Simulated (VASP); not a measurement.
# SiC (F-43m) in VASP: settings compared

SiC is run at these levels: PBE, LDA; tasks: electric field gradients, density of states.

Program: VASP 6.6.1. These are calculated values, not measurements. Logs are shortened: lines on timing, memory, paths and dates and some standing lists are left out, and cuts for length are marked.

**Experimental background.**

“Insight into the structural, elastic and electronic properties of a new orthorhombic 6O-SiC polytype”, 2020, pmc:7200658 quotes, for a bulk crystal of SiC: band gap 2.4 eV (indirect).

How close the calculation comes is told below.

**1. The cell of the first run**

The structure is cubic, space group F-43m (No. 216). The conventional cell has a = 4.419 Å, b = 4.419 Å, c = 4.419 Å, α = 90.00°, β = 90.00°, γ = 90.00°. Si (site symmetry -43m) has 4 C at 1.91 Å within 2.5 Å. C (site symmetry -43m) has 4 Si at 1.91 Å within 2.5 Å.

**2. Electric field gradients, PBE (volume scaled by 1.05)**

Input file INCAR:

```
SYSTEM = SiC
ALGO     = Normal         ! electronic algorithm
EDIFF    = 1E-8           ! SCF threshold, eV
ENCUT    = 520            ! plane-wave cutoff, eV
GGA      = PE             ! functional
ISIF     = 2              ! what is computed and relaxed
ISMEAR   = -1             ! smearing method
LASPH    = .TRUE.         ! aspherical terms in the spheres
LCHARG   = .FALSE.        ! write CHGCAR
LEFG     = .TRUE.       
LREAL    = .FALSE.        ! projectors in reciprocal space
LWAVE    = .FALSE.        ! write WAVECAR
NBANDS   = 11             ! bands
NELM     = 100            ! most SCF steps
PREC     = Accurate       ! precision mode
SIGMA    = 0.05           ! smearing width, eV
```

Input file KPOINTS:

```
k-points
0
G
  16 16 16
  0 0 0
```

Input file POSCAR:

```
SiC
1.0
    0.0000000000      2.2096456797      2.2096456797
    2.2096456797      0.0000000000      2.2096456797
    2.2096456797      2.2096456797      0.0000000000
Si C
1 1
Direct
    0.0000000000      0.0000000000      0.0000000000
    0.7500000000      0.7500000000      0.7500000000
```

Potentials or basis: VASP PAW PBE potentials, release 64 (Si, C).

Run with:

```
$ cat potpaw_PBE.64/Si/POTCAR potpaw_PBE.64/C/POTCAR > POTCAR
$ mpirun -np 1 vasp_std > vasp.out
```

OUTCAR:

```text
SYSTEM = SiC
   EDIFF = 1E-8
   ENCUT = 520
   GGA = PE
   ISIF = 2
   ISMEAR = -1
   LASPH = .TRUE.
   LREAL = .FALSE.
   NELM = 100
   PREC = Accurate

 ion  position               nearest neighbor table
   1  0.000  0.000  0.000-   2 1.91   2 1.91   2 1.91   2 1.91
   2  0.750  0.750  0.750-   1 1.91   1 1.91   1 1.91   1 1.91

  LATTYP: Found a face centered cubic cell.
 ALAT       =     4.4192913594

  Lattice vectors:

 A1 = (   0.0000000000,   2.2096456797,   2.2096456797)
 A2 = (   2.2096456797,   0.0000000000,   2.2096456797)
 A3 = (   2.2096456797,   2.2096456797,   0.0000000000)

Analysis of symmetry for initial positions (statically):
=====================================================================
 Subroutine PRICEL returns:
 Original cell was already a primitive cell.

 Routine SETGRP: Setting up the symmetry group for a
 face centered cubic supercell.

 Subroutine GETGRP returns: Found 24 space group operations
 (whereof 24 operations were pure point group operations)
 out of a pool of 48 trial point group operations.

The static configuration has the point symmetry T_d .

Analysis of symmetry for dynamics (positions and initial velocities):
=====================================================================
 Subroutine PRICEL returns:
 Original cell was already a primitive cell.

 Routine SETGRP: Setting up the symmetry group for a
 face centered cubic supercell.

 Subroutine GETGRP returns: Found 24 space group operations
 (whereof 24 operations were pure point group operations)
 out of a pool of 48 trial point group operations.

The dynamic configuration has the point symmetry T_d .

 Subroutine INISYM returns: Found 24 space group operations
 (whereof 24 operations are pure point group operations),
 and found     1 'primitive' translations

----------------------------------------------------------------------------------------

                                     Primitive cell

  volume of cell :      21.5773

  direct lattice vectors                    reciprocal lattice vectors
     0.000000000  2.209645680  2.209645680    -0.226280623  0.226280623  0.226280623
     2.209645680  0.000000000  2.209645680     0.226280623 -0.226280623  0.226280623
     2.209645680  2.209645680  0.000000000     0.226280623  0.226280623 -0.226280623

  length of vectors
     3.124910888  3.124910888  3.124910888     0.391929535  0.391929535  0.391929535

  position of ions in fractional coordinates (direct lattice)
     0.000000000  0.000000000  0.000000000
     0.750000000  0.750000000  0.750000000

  ion indices of the primitive-cell ions
   primitive index   ion index
                 1           1
                 2           2

----------------------------------------------------------------------------------------

 KPOINTS: k-points

Automatic generation of k-mesh.
 Grid dimensions read from file:
 generate k-points for:   16   16   16

 Generating k-lattice:

  Cartesian coordinates                     Fractional coordinates (reciprocal lattice)
    -0.014142539  0.014142539  0.014142539     0.062500000  0.000000000  0.000000000
     0.014142539 -0.014142539  0.014142539     0.000000000  0.062500000  0.000000000
     0.014142539  0.014142539 -0.014142539     0.000000000  0.000000000  0.062500000

  Length of vectors
     0.024495596  0.024495596  0.024495596

  Shift w.r.t. Gamma in fractional coordinates (k-lattice)
     0.000000000  0.000000000  0.000000000

 Subroutine IBZKPT returns following result:
 ===========================================

 Found    145 irreducible k-points:

 Following reciprocal coordinates:
            Coordinates               Weight
  0.000000  0.000000  0.000000      1.000000
  0.062500  0.000000  0.000000      8.000000
  0.125000  0.000000  0.000000      8.000000
  0.187500  0.000000  0.000000      8.000000
  0.250000  0.000000  0.000000      8.000000
  0.312500  0.000000  0.000000      8.000000
[... 16 lines left out ...]
 -0.125000  0.062500  0.000000     24.000000
 -0.062500  0.062500  0.000000     12.000000
 [... further k-points ...]
   k-points           NKPTS =    145   k-points in BZ     NKDIM =    145   number of bands    NBANDS=     11
   number of dos      NEDOS =    301   number of ions     NIONS =      2
   total plane-waves  NPLWV =  13824
   dimension x,y,z NGX =    24 NGY =   24 NGZ =   24
   dimension x,y,z NGXF=    48 NGYF=   48 NGZF=   48
   ions per type =               1   1
   NGX,Y,Z   is equivalent  to a cutoff of  12.77, 12.77, 12.77 a.u.
   NGXF,Y,Z  is equivalent  to a cutoff of  25.54, 25.54, 25.54 a.u.
 SYSTEM =  SiC
   PREC   = accura    normal or accurate (medium, high low for compatibility)
   ISTART =      0    job   : 0-new  1-cont  2-samecut
   ICHARG =      2    charge: 1-file 2-atom 10-const
   ISPIN  =      1    spin polarized calculation?
   LNONCOLLINEAR =      F non collinear calculations
   LSORBIT =      F    spin-orbit coupling
   LASPH  =      T    aspherical Exc in radial PAW
   ENCUT  =  520.0 eV  38.22 Ry    6.18 a.u.   5.81  5.81  5.81*2*pi/ulx,y,z
   NELM   =    100;   NELMIN=  2; NELMDL= -5     # of ELM steps
   EDIFF  = 0.1E-07   stopping-criterion for ELM
   LREAL  =      F    real-space projection
   EDIFFG = 0.1E-06   stopping-criterion for IOM
   NSW    =      0    number of steps for IOM
   IBRION =     -1    ionic relax: 0-MD 1-quasi-New 2-CG
   NFREE  =      0    steps in history (QN), initial steepest desc. (CG)
   ISIF   =      2    stress and relaxation
   ISYM   =      2    0-nonsym 1-usesym 2-fastsym
   POTIM  = 0.5000    time-step for ionic-motion
   TEBEG  =    0.0;   TEEND  =   0.0 temperature during run
   PSTRESS=    0.0 pullay stress
   NELECT =       8.0000    total number of electrons
   NUPDOWN=      -1.0000    fix difference up-down
   EMIN   =  10.00;   EMAX   =-10.00  energy-range for DOS
   EFERMI =   0.00;   METHOD = LEGACY
   ISMEAR =    -1;   SIGMA  =   0.05  broadening in eV -4-tet -1-fermi 0-gaus
   EFERMI_NEDOS =   21; number of points for ismear=-14 and -15
   IALGO  =     38    algorithm
   IMIX   =      4    mixing-type and parameters
     AMIX     =   0.40;   BMIX     =  1.00
     AMIX_MAG =   1.60;   BMIX_MAG =  1.00
  volume/ion in A,a.u.               =      10.79        72.81
  Fermi-wavevector in a.u.,A,eV,Ry     =   1.176085  2.222479 18.819264  1.383177
  Thomas-Fermi vector in A             =   2.312455
   LORBIT       =      0    0 simple, 1 ext, 2 COOP (PROOUT), +10 PAW based schemes
   GGA     = PE    functional components
   LHFCALC =     F    Hartree Fock is set to
   AEXX    =    0.0000 exact exchange contribution
   IVDW    =     0    specifies the selected vdW correction
   LEPSILON=     F    determine dielectric tensor
   LRPA    =     F    only Hartree local field effects (RPA)
 non-spin polarized calculation
  energy-cutoff  :      520.00
  volume of cell :       21.58
 maximum number of plane-waves:       604
   NGX = 11   NGY = 11   NGZ = 11

 number of electron       8.0000001 magnetization

 Free energy of the ion-electron system (eV)
  ---------------------------------------------------
  ext. energy  EPLUGINS =         0.00000000
  ---------------------------------------------------
  free energy    TOTEN  =       -15.05101355 eV

  energy without entropy =      -15.05101355  energy(sigma->0) =      -15.05101355

 E-fermi :   8.3861     XC(G=0): -11.1741

 val. band max:        7.6434199158   @ k =   0.0000   0.0000   0.0000
 cond. band min:       9.0381300345   @ k =   0.5000   0.5000   0.0000
 fundamental gap:      1.3947101188
 Fermi energy:         8.3861179297

 k-point     1 :       0.0000    0.0000    0.0000
  band No.  band energies     occupation
      1      -7.4347      2.00000
      2       7.6434      2.00000
      3       7.6434      2.00000
      4       7.6434      2.00000
      5      13.3881      0.00000
      6      14.6659      0.00000
      7      14.6659      0.00000
      8      14.6659      0.00000
      9      21.9083      0.00000
     10      21.9083      0.00000
     11      23.4839      0.00000
[... 309 lines left out ...]
 k-point    24 :      -0.0625    0.0625    0.0000
  band No.  band energies     occupation
      1      -7.2379      2.00000
      2       6.7329      2.00000
      3       7.2464      2.00000
      4       7.6181      2.00000
      5      13.8214      0.00000
      6      14.5919      0.00000
      7      14.7888      0.00000
      8      15.2551      0.00000
      9      20.5281      0.00000
     10      21.3433      0.00000
     11      24.0223      0.00000

 [... further k-points ...]

------------------------ aborting loop because EDIFF is reached ----------------------------------------

  FORCE on cell =-STRESS in cart. coord.  units (eV):
  Direction    XX          YY          ZZ          XY          YZ          ZX
  --------------------------------------------------------------------------------------
  -------------------------------------------------------------------------------------
  Total       -0.7377798     -0.7377798     -0.7377798      0.0000000      0.0000000     -0.0000000
  in kB      -54.7821940    -54.7821940    -54.7821940      0.0000000      0.0000000     -0.0000000
  external PRESSURE =     -54.7821940 kB  Pullay stress =       0.0000000 kB

 VOLUME and BASIS-vectors are now :
 -----------------------------------------------------------------------------
  energy-cutoff  :      520.00
  volume of cell :       21.58
      direct lattice vectors                 reciprocal lattice vectors
     0.000000000  2.209645680  2.209645680    -0.226280623  0.226280623  0.226280623
     2.209645680  0.000000000  2.209645680     0.226280623 -0.226280623  0.226280623
     2.209645680  2.209645680  0.000000000     0.226280623  0.226280623 -0.226280623

 POSITION                                       TOTAL-FORCE (eV/Angst)
 -----------------------------------------------------------------------------------
      0.00000      0.00000      0.00000        -0.000000     -0.000000     -0.000000
      3.31447      3.31447      3.31447         0.000000      0.000000      0.000000
 -----------------------------------------------------------------------------------
    total drift:                               -0.000000     -0.000000     -0.000000

  FREE ENERGIE OF THE ION-ELECTRON SYSTEM (eV)
  ---------------------------------------------------
  free  energy   TOTEN  =       -15.0510135512 eV

  energy  without entropy=      -15.0510135458  energy(sigma->0) =      -15.05101355

 Electric field gradients (V/A^2)
---------------------------------------------------------------------
 ion       V_xx      V_yy      V_zz      V_xy      V_xz      V_yz
---------------------------------------------------------------------
   1      -0.000    -0.000    -0.000    -0.000    -0.000    -0.000
   2      -0.000     0.000     0.000     0.000     0.000     0.000
---------------------------------------------------------------------

 Electric field gradients after diagonalization (V/A^2)
 (convention: |V_zz| > |V_xx| > |V_yy|)
----------------------------------------------------------------------
 ion       V_xx      V_yy      V_zz     asymmetry (V_yy - V_xx)/ V_zz
----------------------------------------------------------------------
   1       0.000     0.000    -0.000       0.000
   2      -0.000    -0.000     0.001       0.000
----------------------------------------------------------------------

           NMR quadrupolar parameters

 Cq : quadrupolar parameter    Cq=e*Q*V_zz/h
 eta: asymmetry parameters     (V_yy - V_xx)/ V_zz
 Q  : nuclear electric quadrupole moment in mb (millibarn)
----------------------------------------------------------------------
 ion       Cq(MHz)       eta       Q (mb)
----------------------------------------------------------------------
   1      -0.000       0.000       1.000
   2       0.000       0.000       1.000
----------------------------------------------------------------------
```

Run time: 12 s. Hardware: 1 thread of Intel Xeon Platinum 8559C (Emerald Rapids), shared host; peak memory 0.15 GiB.

What came out:

```yaml
Free_energy: -15.0510 eV
Pressure: -5.5 GPa
Band_gap_on_the_k_mesh: 1.39 eV, indirect (least direct gap 4.50 eV)
```

Levels at points of the mesh, in eV from the valence-band top:
| k point | band 1 | band 2 | band 3 | band 4 | band 5 | band 6 | band 7 | band 8 | band 9 |
| --- | --- | --- | --- | --- | --- | --- | --- | --- | --- |
| (0.00, 0.00, 0.00) | -15.08 | 0.00 | 0.00 | 0.00 | 5.74 | 7.02 | 7.02 | 7.02 | 14.26 |
| (0.50, 0.00, 0.00) | -11.66 | -8.31 | -1.04 | -1.04 | 5.06 | 7.06 | 7.06 | 9.82 | 15.71 |
| (0.50, 0.50, 0.00) | -10.26 | -7.67 | -3.10 | -3.10 | 1.39 | 4.18 | 13.55 | 13.55 | 14.24 |

Caveat: without QUAD_EFG the Cq values of the log hold for a quadrupole moment of 1 mb, not for the nuclei.

(Continued in part 2 of 2.)
